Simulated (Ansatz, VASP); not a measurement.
**Two plane-wave programs on Zn**

```
Zn
1.0
     0.00000    1.91382    1.91382
     1.91382    0.00000    1.91382
     1.91382    1.91382    0.00000
Zn
1
Cartesian
  0.0000 0.0000 0.0000
```

Alike in both runs: functional PBEsol; k mesh 10 × 10 × 10; occupations gaussian, width 0.1 eV; no spin polarisation.

Ansatz relaxed the structure, and its values are those at the end. VASP's run is a single point on that final structure, the one shown.

|  | VASP | Ansatz |
| --- | --- | --- |
| version | VASP 6.6.1 | Ansatz 0.2.0 |
| potentials or method | VASP PAW PBE potentials, release 64 (Zn), cutoff 520 eV | scalar-relativistic, plane waves, PAW |
| valence electrons in the cell | 12 | 12 |

VASP gave:

| Quantity | Value |
| --- | --- |
| gap on the k mesh at the Fermi level (eV) | none |
| pressure (GPa) | 0.8 |

Problem. Which values does Ansatz return?

Solution. gap on the k mesh at the Fermi level (eV): none; pressure (GPa): 0.3.

VASP's potentials were made for PBE, not for PBEsol. A gap of «none» marks a metal or a gap that the smearing closes.
